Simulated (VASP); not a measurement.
# TaN (Fm-3m) in VASP: notebook, part 2 of 2

VASP 6.6.1.

## Step 3: Vibrations by perturbation theory, LDA

This run uses another cell than the first one, of 9.70 Å³/atom, 0.989 times its volume.

INCAR

```
PREC = Accurate
ENCUT = 520
EDIFF = 1E-8
ISMEAR = -1
SIGMA = 0.15
LREAL = F
LASPH = T
NELM = 60
ALGO = Normal
ISIF = 2
LWAVE = F
LCHARG = F
GGA = CA
NBANDS = 15
IBRION = 8
NSW = 1
```

KPOINTS

```
regular mesh
0
Gamma
  16 16 16
```

POSCAR

```
TaN
1.0
    0.0000000000      2.1326028400      2.1326028400
    2.1326028400      0.0000000000      2.1326028400
    2.1326028400      2.1326028400      0.0000000000
Ta N
1 1
Direct
    0.5000000000      0.5000000000      0.5000000000
    0.0000000000      0.0000000000      0.0000000000
```

Potentials or basis: VASP PAW LDA potentials, release 64 (Ta_pv, N).

On the command line:

```
$ cat potpaw_LDA.64/Ta_pv/POTCAR potpaw_LDA.64/N/POTCAR > POTCAR
$ mpirun -np 1 vasp_std > vasp.out
```

OUTCAR:

```text
PREC = Accurate
   ENCUT = 520
   EDIFF = 1E-8
   ISMEAR = -1
   LREAL = F
   LASPH = T
   NELM = 60
   ISIF = 2
   GGA = CA
   IBRION = 8
   NSW = 1

 ion  position               nearest neighbor table
   1  0.500  0.500  0.500-   2 2.13   2 2.13   2 2.13   2 2.13   2 2.13   2 2.13
   2  0.000  0.000  0.000-   1 2.13   1 2.13   1 2.13   1 2.13   1 2.13   1 2.13

  LATTYP: Found a face centered cubic cell.
 ALAT       =     4.2652056800

  Lattice vectors:

 A1 = (   0.0000000000,   2.1326028400,   2.1326028400)
 A2 = (   2.1326028400,   0.0000000000,   2.1326028400)
 A3 = (   2.1326028400,   2.1326028400,   0.0000000000)

Analysis of symmetry for initial positions (statically):
=====================================================================
 Subroutine PRICEL returns:
 Original cell was already a primitive cell.

 Routine SETGRP: Setting up the symmetry group for a
 face centered cubic supercell.

 Subroutine GETGRP returns: Found 48 space group operations
 (whereof 48 operations were pure point group operations)
 out of a pool of 48 trial point group operations.

The static configuration has the point symmetry O_h .

Analysis of symmetry for dynamics (positions and initial velocities):
=====================================================================
 Subroutine PRICEL returns:
 Original cell was already a primitive cell.

 Routine SETGRP: Setting up the symmetry group for a
 face centered cubic supercell.

 Subroutine GETGRP returns: Found 48 space group operations
 (whereof 48 operations were pure point group operations)
 out of a pool of 48 trial point group operations.

The dynamic configuration has the point symmetry O_h .

 Subroutine INISYM returns: Found 48 space group operations
 (whereof 48 operations are pure point group operations),
 and found     1 'primitive' translations

----------------------------------------------------------------------------------------

                                     Primitive cell

  volume of cell :      19.3981

  direct lattice vectors                    reciprocal lattice vectors
     0.000000000  2.132602840  2.132602840    -0.234455282  0.234455282  0.234455282
     2.132602840  0.000000000  2.132602840     0.234455282 -0.234455282  0.234455282
     2.132602840  2.132602840  0.000000000     0.234455282  0.234455282 -0.234455282

  length of vectors
     3.015955859  3.015955859  3.015955859     0.406088460  0.406088460  0.406088460

  position of ions in fractional coordinates (direct lattice)
     0.500000000  0.500000000  0.500000000
     0.000000000  0.000000000  0.000000000

  ion indices of the primitive-cell ions
   primitive index   ion index
                 1           1
                 2           2

[... 131 lines left out ...]
      3     -24.8928      2.00000
      4      -8.8789      2.00000
      5       6.4583      2.00000
      6       6.4583      2.00000
      7       6.4583      2.00000
      8       8.0847      2.00000
      9       8.0847      2.00000
     10       8.0847      2.00000
     11      10.5089      0.90898
     12      10.5089      0.90897
     13      13.0642      0.00000
     14      19.9985      0.00000
[... 401 lines left out ...]
      2     -24.9244      2.00000
      3     -24.8951      2.00000
      4      -8.5740      2.00000
      5       5.1623      2.00000
      6       5.4286      2.00000
      7       5.8227      2.00000
      8       8.2791      2.00000
      9       8.5576      1.99999
     10       8.8957      1.99995
     11      11.0503      0.04410
     12      11.9799      0.00009
     13      13.7993      0.00000
     14      20.8603      0.00000
     15      22.1052      0.00000

 [... further k-points ...]
[... 5 lines left out ...]
  --------------------------------------------------------------------------------------
  -------------------------------------------------------------------------------------
  Total        3.3434325      3.3434325      3.3434325      0.0000000      0.0000000      0.0000000
  in kB      276.1488217    276.1488217    276.1488217      0.0000000      0.0000000      0.0000000
  external PRESSURE =     276.1488217 kB  Pullay stress =       0.0000000 kB

 VOLUME and BASIS-vectors are now :
 -----------------------------------------------------------------------------
  energy-cutoff  :      520.00
  volume of cell :       19.40
      direct lattice vectors                 reciprocal lattice vectors
     0.000000000  2.132602840  2.132602840    -0.234455282  0.234455282  0.234455282
     2.132602840  0.000000000  2.132602840     0.234455282 -0.234455282  0.234455282
     2.132602840  2.132602840  0.000000000     0.234455282  0.234455282 -0.234455282

 POSITION                                       TOTAL-FORCE (eV/Angst)
 -----------------------------------------------------------------------------------
      2.13260      2.13260      2.13260         0.000000      0.000000     -0.000000
      0.00000      0.00000      0.00000        -0.000000     -0.000000      0.000000
 -----------------------------------------------------------------------------------
    total drift:                                0.000000     -0.000000     -0.000000

  FREE ENERGIE OF THE ION-ELECTRON SYSTEM (eV)
  ---------------------------------------------------
  free  energy   TOTEN  =       -24.0726004239 eV

  energy  without entropy=      -24.0169047637  energy(sigma->0) =      -24.04475259

[... ionic steps 2 to 3 ...]

--------------------------------------- Ionic step        4  -------------------------------------------

------------------------ aborting loop because EDIFF is reached ----------------------------------------

[... ionic steps 5 to 6 ...]

--------------------------------------- Ionic step        7  -------------------------------------------

 Free energy of the ion-electron system (eV)
  ---------------------------------------------------
  ---------------------------------------------------
  free energy    TOTEN  =        -0.23273854 eV

  energy without entropy =       -0.23273854

------------------------ aborting loop because EDIFF is reached ----------------------------------------

 INTERNAL STRAIN TENSOR  FOR ION    2  DIRECTION 1   (eV/Angst):
 -----------------------------------------------------------------------------
     0.01609 -0.00000 -0.00000
     0.00000 -0.00727  0.00000
    -0.00000  0.00000 -0.00727

 INTERNAL STRAIN TENSOR FOR ION    2 for displacements in x,y,z  (eV/Angst):
          X           Y           Z          XY          YZ          ZX
  --------------------------------------------------------------------------------
  x     0.00000     0.00000     0.00000     0.00000     0.00000     0.00000
  y     0.00000     0.00000     0.00000     0.00000     0.00000     0.00000
  z     0.00000     0.00000     0.00000     0.00000     0.00000     0.00000

 SECOND DERIVATIVES (NOT SYMMETRIZED)
 ------------------------------------
               1X          1Y          1Z          2X          2Y          2Z
  1X   -12.140208    0.000000    0.000000   12.140208    0.000000    0.000000
  1Y     0.000000  -12.140208    0.000000    0.000000   12.140208    0.000000
  1Z     0.000000    0.000000  -12.140208    0.000000    0.000000   12.140208
  2X    12.144000    0.000000    0.000000  -12.144000    0.000000    0.000000
  2Y     0.000000   12.144000    0.000000    0.000000  -12.144000    0.000000
  2Z     0.000000    0.000000   12.144000    0.000000    0.000000  -12.144000

 Eigenvectors and eigenvalues of the dynamical matrix
 ----------------------------------------------------

   1 f  =   15.112309 THz    94.953439 2PiTHz  504.092371 cm-1    62.499460 meV
             X         Y         Z           dx          dy          dz
      2.132603  2.132603  2.132603    -0.267951    0.000000    0.000000
      0.000000  0.000000  0.000000     0.963432   -0.000000    0.000000
[... 21 lines left out ...]
   6 f/i=    0.000609 THz     0.003828 2PiTHz    0.020323 cm-1     0.002520 meV
             X         Y         Z           dx          dy          dz
      2.132603  2.132603  2.132603    -0.065102    0.710898   -0.646983
      0.000000  0.000000  0.000000    -0.018106    0.197716   -0.179940

--------------------------------------------------------------------------------------------------------

 ELASTIC MODULI CONTR FROM IONIC RELAXATION (kBar)
 Direction    XX          YY          ZZ          XY          YZ          ZX
 --------------------------------------------------------------------------------
 XX           0.0000      0.0000      0.0000      0.0000      0.0000      0.0000
 YY           0.0000      0.0000      0.0000      0.0000      0.0000      0.0000
 ZZ           0.0000      0.0000      0.0000      0.0000      0.0000      0.0000
 XY           0.0000      0.0000      0.0000      0.0000      0.0000      0.0000
 YZ           0.0000      0.0000      0.0000      0.0000      0.0000      0.0000
 ZX           0.0000      0.0000      0.0000      0.0000      0.0000      0.0000
 --------------------------------------------------------------------------------
```

stdout:

```text
POSCAR found type information on POSCAR TaN
 POSCAR found :  2 types and       2 ions
 scaLAPACK will be used
 LDA part: xc-table for (Slater(with rela. corr.)+CA(PZ))
 , standard interpolation
 POSCAR, INCAR and KPOINTS ok, starting setup
 FFT: planning ... GRIDC
 FFT: planning ... GRID_SOFT
 FFT: planning ... GRID
 WAVECAR not read
 entering main loop
 Linear response reoptimize wavefunctions to high precision
 Linear response DOF=           2
 Linear response progress:
 first order change of Fermi-energy   0.28661E-03
 force on displaced ion       1 direction 1 : -12.140   0.000   0.000
 Linear response progress:
 first order change of Fermi-energy  -0.85336E-04
 force on displaced ion       2 direction 1 : -12.144   0.000   0.000
 Linear response finished
```

Wall time 4.3 min (1 thread of AMD EPYC 7R13 (Zen 3), shared host); peak memory 0.33 GiB.

What came out:

* Highest phonon frequency at Γ, LO-TO splitting left out: 504 cm⁻¹

Phonon frequencies in cm⁻¹ (negative: imaginary):
```csv
q point,frequencies
"(0.000, 0.000, 0.000)",0 0 0 504 504 504
```

Caveat: the cell wasn't relaxed at this level first, which shifts response properties; spin-orbit coupling is left out, which moves the levels of the heavy elements.
